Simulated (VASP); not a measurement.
# Na4Hg (Im-3m) in VASP: notebook

Runs on Na4Hg. Level: PBE. Tasks: single point, relaxation of cell and atoms.

All numbers are computed with VASP 6.6.1; they aren't measurements. Logs are shortened: lines on timing, memory, paths and dates and some standing lists are left out, and cuts for length are marked.

## Step 1: The cell of the first run

Symmetry: Im-3m, No. 229, cubic system. Conventional cell: a = 7.222 Å, b = 7.222 Å, c = 7.222 Å, α = 90.00°, β = 90.00°, γ = 90.00°. Within 4.1 Å of Na (site symmetry -3m) lie 2 Hg at 3.13 Å and 6 Na at 3.61 Å. Hg (site symmetry m-3m) has 8 Na at 3.13 Å within 4.1 Å.

The cell was generated, and may not be a known phase.

## Step 2: Single point, PBE

File INCAR:

```
ALGO = Normal ; EDIFF = 1E-7
ENCUT = 520 ; GGA = PE
ISIF = 2 ; ISMEAR = 0
LASPH = True ; LCHARG = False
LREAL = False ; LWAVE = False
NBANDS = 28 ; NELM = 100
PREC = Accurate ; SIGMA = 0.1
```

File KPOINTS:

```
k-points
0
Gamma
  8 8 8
```

File POSCAR:

```
Na4Hg
1.0
   -3.6110007769      3.6110007769      3.6110007769
    3.6110007769     -3.6110007769      3.6110007769
    3.6110007769      3.6110007769     -3.6110007769
Na Hg
4 1
Direct
    0.0000000000      0.0000000000      0.5000000000
    0.5000000000      0.0000000000      0.0000000000
    0.0000000000      0.5000000000      0.0000000000
    0.5000000000      0.5000000000      0.5000000000
    0.0000000000      0.0000000000      0.0000000000
```

Potentials or basis: VASP PAW PBE potentials, release 64 (Na_pv, Hg).

Started as:

```
> cat potpaw_PBE.64/Na_pv/POTCAR potpaw_PBE.64/Hg/POTCAR > POTCAR
> mpirun -np 1 vasp_std > vasp.out
```

OUTCAR:

```text
EDIFF = 1E-7
   ENCUT = 520
   GGA = PE
   ISIF = 2
   ISMEAR = 0
   LASPH = True
   LREAL = False
   NELM = 100
   PREC = Accurate

 ion  position               nearest neighbor table
   1  0.000  0.000  0.500-   5 3.13   5 3.13
   2  0.500  0.000  0.000-   5 3.13   5 3.13
   3  0.000  0.500  0.000-   5 3.13   5 3.13
   4  0.500  0.500  0.500-   5 3.13   5 3.13
   5  0.000  0.000  0.000-   1 3.13   2 3.13   3 3.13   4 3.13   1 3.13   3 3.13   2 3.13   4 3.13

  LATTYP: Found a body centered cubic cell.
 ALAT       =     7.2220015538

  Lattice vectors:

 A1 = (  -3.6110007769,   3.6110007769,   3.6110007769)
 A2 = (   3.6110007769,  -3.6110007769,   3.6110007769)
 A3 = (   3.6110007769,   3.6110007769,  -3.6110007769)

Analysis of symmetry for initial positions (statically):
=====================================================================
 Subroutine PRICEL returns:
 Original cell was already a primitive cell.

 Routine SETGRP: Setting up the symmetry group for a
 body centered cubic supercell.

 Subroutine GETGRP returns: Found 48 space group operations
 (whereof 48 operations were pure point group operations)
 out of a pool of 48 trial point group operations.

The static configuration has the point symmetry O_h .

Analysis of symmetry for dynamics (positions and initial velocities):
=====================================================================
 Subroutine PRICEL returns:
 Original cell was already a primitive cell.

 Routine SETGRP: Setting up the symmetry group for a
 body centered cubic supercell.

 Subroutine GETGRP returns: Found 48 space group operations
 (whereof 48 operations were pure point group operations)
 out of a pool of 48 trial point group operations.

The dynamic configuration has the point symmetry O_h .

 Subroutine INISYM returns: Found 48 space group operations
 (whereof 48 operations are pure point group operations),
 and found     1 'primitive' translations

----------------------------------------------------------------------------------------

                                     Primitive cell

  volume of cell :     188.3401

  direct lattice vectors                    reciprocal lattice vectors
    -3.611000777  3.611000777  3.611000777     0.000000000  0.138465769  0.138465769
     3.611000777 -3.611000777  3.611000777     0.138465769  0.000000000  0.138465769
     3.611000777  3.611000777 -3.611000777     0.138465769  0.138465769  0.000000000

  length of vectors
     6.254436812  6.254436812  6.254436812     0.195820169  0.195820169  0.195820169

  position of ions in fractional coordinates (direct lattice)
     0.000000000  0.000000000  0.500000000
     0.500000000  0.000000000  0.000000000
     0.000000000  0.500000000  0.000000000
     0.500000000  0.500000000  0.500000000
     0.000000000  0.000000000  0.000000000

  ion indices of the primitive-cell ions
   primitive index   ion index
                 1           1
                 2           2
                 3           3
                 4           4
                 5           5

----------------------------------------------------------------------------------------

 KPOINTS: k-points

Automatic generation of k-mesh.
 Grid dimensions read from file:
 generate k-points for:    8    8    8

 Generating k-lattice:

  Cartesian coordinates                     Fractional coordinates (reciprocal lattice)
     0.000000000  0.017308221  0.017308221     0.125000000  0.000000000  0.000000000
     0.017308221  0.000000000  0.017308221     0.000000000  0.125000000  0.000000000
     0.017308221  0.017308221  0.000000000     0.000000000  0.000000000  0.125000000

  Length of vectors
     0.024477521  0.024477521  0.024477521

  Shift w.r.t. Gamma in fractional coordinates (k-lattice)
     0.000000000  0.000000000  0.000000000

 Subroutine IBZKPT returns following result:
 ===========================================

 Found     29 irreducible k-points:

 Following reciprocal coordinates:
            Coordinates               Weight
  0.000000  0.000000  0.000000      1.000000
  0.125000  0.000000  0.000000     12.000000
  0.250000  0.000000  0.000000     12.000000
  0.375000  0.000000  0.000000     12.000000
  0.500000  0.000000  0.000000      6.000000
  0.125000  0.125000  0.000000     24.000000
[... 16 lines left out ...]
 -0.250000  0.250000  0.250000      6.000000
 -0.375000  0.375000  0.250000     24.000000
 [... further k-points ...]
   k-points           NKPTS =     29   k-points in BZ     NKDIM =     29   number of bands    NBANDS=     28
   number of dos      NEDOS =    301   number of ions     NIONS =      5
   total plane-waves  NPLWV = 110592
   dimension x,y,z NGX =    48 NGY =   48 NGZ =   48
   dimension x,y,z NGXF=    96 NGYF=   96 NGZF=   96
   ions per type =               4   1
   NGX,Y,Z   is equivalent  to a cutoff of  12.76, 12.76, 12.76 a.u.
   NGXF,Y,Z  is equivalent  to a cutoff of  25.52, 25.52, 25.52 a.u.
 SYSTEM =  unknown system
   PREC   = accura    normal or accurate (medium, high low for compatibility)
   ISTART =      0    job   : 0-new  1-cont  2-samecut
   ICHARG =      2    charge: 1-file 2-atom 10-const
   ISPIN  =      1    spin polarized calculation?
   LNONCOLLINEAR =      F non collinear calculations
   LSORBIT =      F    spin-orbit coupling
   LASPH  =      T    aspherical Exc in radial PAW
   ENCUT  =  520.0 eV  38.22 Ry    6.18 a.u.  11.63 11.63 11.63*2*pi/ulx,y,z
   NELM   =    100;   NELMIN=  2; NELMDL= -5     # of ELM steps
   EDIFF  = 0.1E-06   stopping-criterion for ELM
   LREAL  =      F    real-space projection
   EDIFFG = 0.1E-05   stopping-criterion for IOM
   NSW    =      0    number of steps for IOM
   IBRION =     -1    ionic relax: 0-MD 1-quasi-New 2-CG
   NFREE  =      0    steps in history (QN), initial steepest desc. (CG)
   ISIF   =      2    stress and relaxation
   ISYM   =      2    0-nonsym 1-usesym 2-fastsym
   POTIM  = 0.5000    time-step for ionic-motion
   TEBEG  =    0.0;   TEEND  =   0.0 temperature during run
   PSTRESS=    0.0 pullay stress
   NELECT =      40.0000    total number of electrons
   NUPDOWN=      -1.0000    fix difference up-down
   EMIN   =  10.00;   EMAX   =-10.00  energy-range for DOS
   EFERMI =   0.00;   METHOD = LEGACY
   ISMEAR =     0;   SIGMA  =   0.10  broadening in eV -4-tet -1-fermi 0-gaus
   EFERMI_NEDOS =   21; number of points for ismear=-14 and -15
   IALGO  =     38    algorithm
   IMIX   =      4    mixing-type and parameters
     AMIX     =   0.40;   BMIX     =  1.00
     AMIX_MAG =   1.60;   BMIX_MAG =  1.00
  volume/ion in A,a.u.               =      37.67       254.20
  Fermi-wavevector in a.u.,A,eV,Ry     =   0.976744  1.845778 12.980340  0.954028
  Thomas-Fermi vector in A             =   2.107386
   LORBIT       =      0    0 simple, 1 ext, 2 COOP (PROOUT), +10 PAW based schemes
   GGA     = PE    functional components
   LHFCALC =     F    Hartree Fock is set to
   AEXX    =    0.0000 exact exchange contribution
   IVDW    =     0    specifies the selected vdW correction
   LEPSILON=     F    determine dielectric tensor
   LRPA    =     F    only Hartree local field effects (RPA)
 non-spin polarized calculation
 Gauss-broadening in eV      SIGMA  =   0.10
  energy-cutoff  :      520.00
  volume of cell :      188.34
 maximum number of plane-waves:      5091
   NGX = 23   NGY = 23   NGZ = 23

 number of electron      40.0000031 magnetization

 Free energy of the ion-electron system (eV)
  ---------------------------------------------------
  ext. energy  EPLUGINS =         0.00000000
  ---------------------------------------------------
  free energy    TOTEN  =        -5.62501559 eV

  energy without entropy =       -5.61087211  energy(sigma->0) =       -5.61794385

 E-fermi :   0.2825     XC(G=0):  -6.7363

 val. band max:        0.2714683457   @ k =  -0.2500   0.2500   0.2500
 cond. band min:       0.2980170641   @ k =   0.5000   0.5000   0.1250
 fundamental gap:      0.0265487184
 Fermi energy:         0.2824906756

 k-point     1 :       0.0000    0.0000    0.0000
  band No.  band energies     occupation
      1     -24.6142      2.00000
      2     -24.6142      2.00000
      3     -24.6142      2.00000
      4     -24.6047      2.00000
      5     -24.6047      2.00000
      6     -24.6047      2.00000
[... 20 lines left out ...]
     27       3.5608      0.00000
     28       3.8413      0.00000

 k-point     2 :       0.1250    0.0000    0.0000
  band No.  band energies     occupation
      1     -24.6138      2.00000
      2     -24.6138      2.00000
      3     -24.6131      2.00000
      4     -24.6046      2.00000
      5     -24.6045      2.00000
      6     -24.6038      2.00000
[... 20 lines left out ...]
     27       4.0183      0.00000
     28       4.1362      0.00000

 k-point     3 :       0.2500    0.0000    0.0000
  band No.  band energies     occupation
      1     -24.6129      2.00000
      2     -24.6128      2.00000
      3     -24.6100      2.00000
      4     -24.6041      2.00000
      5     -24.6039      2.00000
      6     -24.6013      2.00000
[... 20 lines left out ...]
     27       4.8419      0.00000
     28       4.8798      0.00000

 k-point     4 :       0.3750    0.0000    0.0000
  band No.  band energies     occupation
      1     -24.6120      2.00000
      2     -24.6118      2.00000
      3     -24.6054      2.00000
      4     -24.6034      2.00000
      5     -24.6029      2.00000
      6     -24.5977      2.00000
[... 20 lines left out ...]
     27       4.8711      0.00000
     28       5.3130      0.00000

 k-point     5 :       0.5000    0.0000    0.0000
  band No.  band energies     occupation
      1     -24.6117      2.00000
      2     -24.6115      2.00000
      3     -24.6029      2.00000
      4     -24.6025      2.00000
      5     -24.6003      2.00000
      6     -24.5998      2.00000
[... 20 lines left out ...]
     27       4.4564      0.00000
     28       5.9551      0.00000

 k-point     6 :       0.1250    0.1250    0.0000
  band No.  band energies     occupation
      1     -24.6136      2.00000
      2     -24.6119      2.00000
      3     -24.6118      2.00000
      4     -24.6051      2.00000
      5     -24.6027      2.00000
      6     -24.6027      2.00000
[... 463 lines left out ...]
      5     -24.6050      2.00000
      6     -24.5923      2.00000
[... 20 lines left out ...]
     27       5.1740      0.00000
     28       6.6300      0.00000

 k-point    22 :       0.2500    0.2500    0.2500
  band No.  band energies     occupation
      1     -24.6018      2.00000
      2     -24.6018      2.00000
      3     -24.6018      2.00000
      4     -24.6012      2.00000
      5     -24.6012      2.00000
      6     -24.6011      2.00000
[... 20 lines left out ...]
     27       5.0504      0.00000
     28       5.0526      0.00000

 k-point    23 :      -0.2500    0.2500    0.2500
  band No.  band energies     occupation
      1     -24.6158      2.00000
      2     -24.6096      2.00000
      3     -24.6096      2.00000
      4     -24.6096      2.00000
      5     -24.5967      2.00000
      6     -24.5967      2.00000
[... 20 lines left out ...]
     27       4.4992      0.00000
     28       5.6515      0.00000

 k-point    24 :      -0.3750    0.3750    0.2500
  band No.  band energies     occupation
      1     -24.6159      2.00000
      2     -24.6118      2.00000
      3     -24.6087      2.00000
      4     -24.6077      2.00000
      5     -24.6004      2.00000
      6     -24.5937      2.00000
[... 20 lines left out ...]
     27       5.1481      0.00000
     28       6.4414      0.00000

 [... further k-points ...]
[... 5 lines left out ...]
  --------------------------------------------------------------------------------------
  -------------------------------------------------------------------------------------
  Total       -0.0126326     -0.0126326     -0.0126326     -0.0000000      0.0000000     -0.0000000
  in kB       -0.1074635     -0.1074635     -0.1074635     -0.0000000      0.0000000     -0.0000000
  external PRESSURE =      -0.1074635 kB  Pullay stress =       0.0000000 kB

 VOLUME and BASIS-vectors are now :
 -----------------------------------------------------------------------------
  energy-cutoff  :      520.00
  volume of cell :      188.34
      direct lattice vectors                 reciprocal lattice vectors
    -3.611000777  3.611000777  3.611000777     0.000000000  0.138465769  0.138465769
     3.611000777 -3.611000777  3.611000777     0.138465769  0.000000000  0.138465769
     3.611000777  3.611000777 -3.611000777     0.138465769  0.138465769  0.000000000

 POSITION                                       TOTAL-FORCE (eV/Angst)
 -----------------------------------------------------------------------------------
      1.80550      1.80550     -1.80550         0.000000     -0.000000     -0.000000
     -1.80550      1.80550      1.80550         0.000000     -0.000000      0.000000
      1.80550     -1.80550      1.80550        -0.000000      0.000000      0.000000
      1.80550      1.80550      1.80550        -0.000000      0.000000     -0.000000
      0.00000      0.00000      0.00000        -0.000000      0.000000     -0.000000
 -----------------------------------------------------------------------------------
    total drift:                                0.000000      0.000000     -0.000000

  FREE ENERGIE OF THE ION-ELECTRON SYSTEM (eV)
  ---------------------------------------------------
  free  energy   TOTEN  =        -5.6250155934 eV

  energy  without entropy=       -5.6108721134  energy(sigma->0) =       -5.61794385
```

Run time: 61 s. Hardware: 1 thread of Intel Xeon 6975P-C (Granite Rapids), shared host; peak memory 0.37 GiB.

Results:

```yaml
Free_energy: -5.6250 eV
Pressure: 0.0 GPa
Band_gap_on_the_k_mesh: zero (bands 20 and 21 overlap by 1.88 eV)
```

Levels at points of the mesh, in eV from the Fermi level:
| k point | band 17 | band 18 | band 19 | band 20 | band 21 | band 22 | band 23 | band 24 |
| --- | --- | --- | --- | --- | --- | --- | --- | --- |
| (0.00, 0.00, 0.00) | -7.18 | -5.29 | -0.29 | 0.91 | 0.91 | 0.91 | 2.80 | 2.80 |
| (0.50, 0.00, 0.00) | -7.17 | -4.90 | -1.70 | 0.23 | 0.45 | 0.58 | 1.78 | 3.03 |
| (0.50, 0.50, 0.50) | -7.18 | -4.66 | -0.68 | -0.68 | -0.68 | 0.36 | 0.36 | 4.35 |

Caveat: spin-orbit coupling is left out, which moves the levels of the heavy elements.

## Step 3: Relaxation of cell and atoms, PBE

This run uses another cell than the first one, of 37.37 Å³/atom.

File INCAR:

```
SYSTEM = Na4Hg
  PREC = Accurate
  ENCUT = 600
  EDIFF = 1E-6
  ISMEAR = 0
  SIGMA = 0.1
  LREAL = .FALSE.
  LASPH = .TRUE.
  NELM = 100
  ALGO = Normal
  ISIF = 3
  LWAVE = .FALSE.
  LCHARG = .FALSE.
  GGA = PE
  IBRION = 2
  NSW = 100
  EDIFFG = -0.01
```

File KPOINTS:

```
Automatic mesh
0
G
  8 8 8
  0 0 0
```

POSCAR: that of step 2 with these lines changed.

```diff
@@ -2,5 +2,5 @@
 1.0
-   -3.6110007769      3.6110007769      3.6110007769
-    3.6110007769     -3.6110007769      3.6110007769
-    3.6110007769      3.6110007769     -3.6110007769
+   -3.6013603487      3.6013603487      3.6013603487
+    3.6013603487     -3.6013603487      3.6013603487
+    3.6013603487      3.6013603487     -3.6013603487
 Na Hg
```

Potentials or basis: VASP PAW PBE potentials, release 64 (Na_pv, Hg).

Started as:

```
> cat potpaw_PBE.64/Na_pv/POTCAR potpaw_PBE.64/Hg/POTCAR > POTCAR
> mpirun -np 1 vasp_std > vasp.out
```

Run time: 2.3 min. Hardware: 1 thread of Intel Xeon 6975P-C (Granite Rapids), shared host; peak memory 0.44 GiB.

Results (log left out):

```yaml
Free_energy: -5.6249 eV
Relaxed_volume: 37.62 Å³/atom
Relaxed_cell: a = 6.252 Å, b = 6.252 Å, c = 6.252 Å, α = 109.47°, β = 109.47°, γ = 109.47°
Space_group_after_relaxing_to_0.1_Å: Im-3m (No. 229)
Energy_gained_by_relaxing: 0.1 meV/atom
Ionic_steps: 3
Pressure_after_relaxing: 0.0 GPa
Band_gap_on_the_k_mesh: zero (bands 20 and 21 overlap by 1.89 eV)
```

Step by step:
| step | energy change (eV) | largest force (eV/Å) | pressure (GPa) | volume (Å³) |
| --- | --- | --- | --- | --- |
| 1 | 0.0000 | 0.0000 | 0.08 | 186.84 |
| 2 | -0.0002 | 0.0000 | 0.05 | 187.35 |
| 3 | -0.0003 | 0.0000 | 0.01 | 188.11 |

Final structure:
```xyz
5
Lattice="-3.6095 3.6095 3.6095 3.6095 -3.6095 3.6095 3.6095 3.6095 -3.6095" Properties=species:S:1:pos:R:3 pbc="T T T"
Na    1.8047    1.8047   -1.8047
Na   -1.8047    1.8047    1.8047
Na    1.8047   -1.8047    1.8047
Na    1.8047    1.8047    1.8047
Hg    0.0000    0.0000    0.0000
```

Levels at points of the mesh, in eV from the Fermi level:
| k point | band 18 | band 19 | band 20 | band 21 | band 22 | band 23 |
| --- | --- | --- | --- | --- | --- | --- |
| (0.00, 0.00, 0.00) | -5.29 | -0.29 | 0.91 | 0.91 | 0.91 | 2.80 |
| (0.50, 0.00, 0.00) | -4.90 | -1.70 | 0.24 | 0.45 | 0.58 | 1.78 |
| (0.50, 0.50, 0.50) | -4.67 | -0.68 | -0.68 | -0.68 | 0.36 | 0.36 |

Caveat: spin-orbit coupling is left out, which moves the levels of the heavy elements.

The gap in the log of VASP goes by the Fermi energy; the results here count the filled bands.